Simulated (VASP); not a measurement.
**Bi: single point with r2SCAN**

Crystal: Bi.

```
CELL_PARAMETERS angstrom
3.48659 0.00000 0.00000
-1.74329 3.01947 0.00000
0.00000 0.00000 5.88433
ATOMIC_POSITIONS crystal
Bi 0.33333 0.66667 0.25000
Bi 0.66667 0.33333 0.75000
```

This isn't the form of Bi at room conditions, which is rhombohedral.

| Item | Value |
| --- | --- |
| Program | VASP 6.6.1 |
| Task | single point |
| Functional | r2SCAN |
| Potentials or basis | VASP PAW PBE potentials, release 64 (Bi_d) |
| Cutoff | 520 eV |
| k mesh | 6 × 6 × 4 |
| Occupations | gaussian, width 0.1 eV |
| Spin | no spin polarisation |

```json
{
  "Pressure": "-0.2 GPa",
  "Band gap on the k mesh": "zero (bands 15 and 16 overlap by 7.58 eV)"
}
```

Levels at points of the mesh, in eV from the Fermi level:
| k point | band 11 | band 12 | band 13 | band 14 | band 15 | band 16 | band 17 | band 18 | band 19 | band 20 |
| --- | --- | --- | --- | --- | --- | --- | --- | --- | --- | --- |
| (0.00, 0.00, 0.00) | -14.56 | -11.74 | -5.90 | 3.58 | 3.58 | 4.50 | 5.12 | 5.12 | 7.69 | 8.73 |
| (0.50, 0.00, 0.00) | -11.47 | -10.42 | -5.05 | -3.72 | -2.34 | 0.00 | 0.31 | 3.21 | 5.13 | 7.44 |
| (0.00, 0.00, 0.50) | -13.51 | -13.51 | -1.69 | -1.69 | 4.31 | 4.31 | 4.31 | 4.31 | 8.59 | 8.59 |
| (0.50, 0.00, 0.50) | -10.88 | -10.88 | -5.43 | -5.43 | 1.11 | 1.11 | 1.48 | 1.48 | 5.84 | 5.84 |

Wall time 66 s on 1 thread of Intel(R) Xeon(R) Platinum 8488C (Sapphire Rapids), with other jobs on the host, peak memory 0.19 GiB.

Caveat: the PAW data sets were made with another functional, which shifts forces and pressure a little; spin-orbit coupling is left out, which moves the levels of the heavy elements.
